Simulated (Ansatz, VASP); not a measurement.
This is a calculation of TiAl3 for Ansatz 0.2.0.

input.yaml

```yaml
crystal:
  lattice:
    - [-1.9111067713, 1.9111067713, 4.2806687947]
    - [1.9111067713, -1.9111067713, 4.2806687947]
    - [1.9111067713, 1.9111067713, -4.2806687947]
  atoms:
    - { symbol: Ti, position: [-0.009619, 0.000376, -0.004786] }
    - { symbol: Al, position: [0.256637, 0.753473, 0.518822] }
    - { symbol: Al, position: [0.746038, 0.242683, 0.496925] }
    - { symbol: Al, position: [0.502858, 0.487531, 0.00014] }
kpoints:
  mp_grid: { grid: [10, 10, 10] }
scf:
  occupations: { method: fermi_dirac, width: 0.05 }
hamiltonian:
  xc: pbe
  pseudopotentials: { kind: all_electron, lapw: { basis_error: 0.001 } }
output:
  forces: true
  stress: true
  eigenvalues: true
  populations: true
```

Potentials or basis: all-electron LAPW, scalar-relativistic.

Command:

```console
$ ansatz run input.yaml --threads 2 --pin off --max-ram 6144MiB --backend cpu --events-out ev --progress --plain --runs-dir out
```

Set up the same calculation for VASP 6.6.1. Potentials there: VASP PAW PBE potentials, release 64 (Ti_sv, Al).

As run (the cutoff follows the program's own potentials):

Contents of INCAR:

```
  ALGO = Fast
  EDIFF = 1E-7
  ENCUT = 520
  GGA = PE
  ISIF = 2
  ISMEAR = -1
  LASPH = T
  LCHARG = F
  LREAL = F
  LWAVE = F
  NBANDS = 18
  NELM = 100
  PREC = Accurate
  SIGMA = 0.05
```

The input KPOINTS:

```
k-points
0
Gamma
  10 10 10
```

The input POSCAR:

```
TiAl3
1.0
   -1.9111067713      1.9111067713      4.2806687947
    1.9111067713     -1.9111067713      4.2806687947
    1.9111067713      1.9111067713     -4.2806687947
Ti Al
1 3
Direct
   -0.0096190000      0.0003760000     -0.0047860000
    0.2566370000      0.7534730000      0.5188220000
    0.7460380000      0.2426830000      0.4969250000
    0.5028580000      0.4875310000      0.0001400000
```

Potentials or basis: VASP PAW PBE potentials, release 64 (Ti_sv, Al).

The run is started by

```console
$ cat potpaw_PBE.64/Ti_sv/POTCAR potpaw_PBE.64/Al/POTCAR > POTCAR
$ mpirun -np 1 vasp_std > vasp.out
```

Both were run:

|  | VASP | Ansatz | Ansatz less VASP |
| --- | --- | --- | --- |
| gap on the k mesh at the Fermi level (eV) | none | none | - |
| pressure (GPa) | 2.3 | 2.3 | -0.02 |
| traceless stress, the component that is largest in VASP (GPa) | -0.21 | -0.20 | +0.012 |
| rms of the force components (eV/Å) | 0.279 | 0.278 | -0.0004 |

Atom by atom the forces differ by 0.000 eV/Å (rms over components). A gap of «none» marks a metal or a gap that the smearing closes. Ansatz ran all-electron here, and VASP with PAW potentials.
